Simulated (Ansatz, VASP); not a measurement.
# ZnS in VASP and in Ansatz

Contents of INCAR:

```
PREC = Accurate
ENCUT = 520
EDIFF = 1E-6
ISMEAR = 0
SIGMA = 0.1
LREAL = Auto
LASPH = T
NELM = 100
ALGO = Normal
ISIF = 2
LWAVE = F
LCHARG = F
GGA = PE
NBANDS = 106
```

KPOINTS

```
Automatic mesh
0
Gamma
  6 6 1
```

The input POSCAR:

```
ZnS
1.0
    3.8084693290      0.0000000000      0.0000000000
   -1.9042346645      3.2982311884      0.0000000000
    0.0000000000      0.0000000000     31.1363454900
Zn S
10 10
Direct
    0.0000000000      0.0000000000      0.5999836700
    0.6666666700      0.3333333300      0.2000780300
    0.6666666700      0.3333333300      0.8000149300
    0.3333333300      0.6666666700      0.6999305100
    0.0000000000      0.0000000000      0.3000227700
    0.0000000000      0.0000000000      0.0000136000
    0.3333333300      0.6666666700      0.9000480700
    0.6666666700      0.3333333300      0.5000402200
    0.3333333300      0.6666666700      0.1000893400
    0.3333333300      0.6666666700      0.4000062600
    0.0000000000      0.0000000000      0.0750664400
    0.0000000000      0.0000000000      0.6749316100
    0.3333333300      0.6666666700      0.9749092400
    0.3333333300      0.6666666700      0.4749772100
    0.6666666700      0.3333333300      0.5749715200
    0.3333333300      0.6666666700      0.7748568300
    0.6666666700      0.3333333300      0.2750108100
    0.3333333300      0.6666666700      0.1750283000
    0.0000000000      0.0000000000      0.3749820300
    0.6666666700      0.3333333300      0.8750375800
```

Input for Ansatz:

```yaml
crystal:
  lattice:
    - [3.808469329, 0.0, 0.0]
    - [-1.9042346645, 3.2982311884, 0.0]
    - [0.0, 0.0, 31.13634549]
  atoms:
    - { symbol: Zn, position: [0.0, 0.0, 0.59998367] }
    - { symbol: Zn, position: [0.66666667, 0.33333333, 0.20007803] }
    - { symbol: Zn, position: [0.66666667, 0.33333333, 0.80001493] }
    - { symbol: Zn, position: [0.33333333, 0.66666667, 0.69993051] }
    - { symbol: Zn, position: [0.0, 0.0, 0.30002277] }
    - { symbol: Zn, position: [0.0, 0.0, 1.36e-05] }
    - { symbol: Zn, position: [0.33333333, 0.66666667, 0.90004807] }
    - { symbol: Zn, position: [0.66666667, 0.33333333, 0.50004022] }
    - { symbol: Zn, position: [0.33333333, 0.66666667, 0.10008934] }
    - { symbol: Zn, position: [0.33333333, 0.66666667, 0.40000626] }
    - { symbol: S, position: [0.0, 0.0, 0.07506644] }
    - { symbol: S, position: [0.0, 0.0, 0.67493161] }
    - { symbol: S, position: [0.33333333, 0.66666667, 0.97490924] }
    - { symbol: S, position: [0.33333333, 0.66666667, 0.47497721] }
    - { symbol: S, position: [0.66666667, 0.33333333, 0.57497152] }
    - { symbol: S, position: [0.33333333, 0.66666667, 0.77485683] }
    - { symbol: S, position: [0.66666667, 0.33333333, 0.27501081] }
    - { symbol: S, position: [0.33333333, 0.66666667, 0.1750283] }
    - { symbol: S, position: [0.0, 0.0, 0.37498203] }
    - { symbol: S, position: [0.66666667, 0.33333333, 0.87503758] }
basis:
  ecutwfc: 420
kpoints:
  mp_grid: { grid: [6, 6, 1] }
hamiltonian:
  xc: pbe
scf:
  occupations: { method: gaussian, width: 0.1 }
output:
  forces: true
  stress: true
  eigenvalues: true
```

Alike in both runs: task single point; functional PBE; k mesh 6 × 6 × 1; occupations gaussian, width 0.1 eV; no spin polarisation.

|  | VASP | Ansatz |
| --- | --- | --- |
| version | VASP 6.6.1 | Ansatz 0.2.0 |
| potentials or method | VASP PAW PBE potentials, release 64 (Zn, S), cutoff 520 eV | scalar-relativistic, plane waves, PAW |
| valence electrons in the cell | 180 | 180 |

Ansatz gave:

| Quantity | Value |
| --- | --- |
| gap on the k mesh at the Fermi level (eV) | 2.16 |
| least direct gap on the mesh (eV) | 2.16 |
| pressure (GPa) | 2.3 |

Q: What did VASP give for the same quantities?

A: gap on the k mesh at the Fermi level (eV): 2.16; least direct gap on the mesh (eV): 2.16; pressure (GPa): 2.4.

The functional is the same, so the differences come from potentials, cutoffs and numerics.
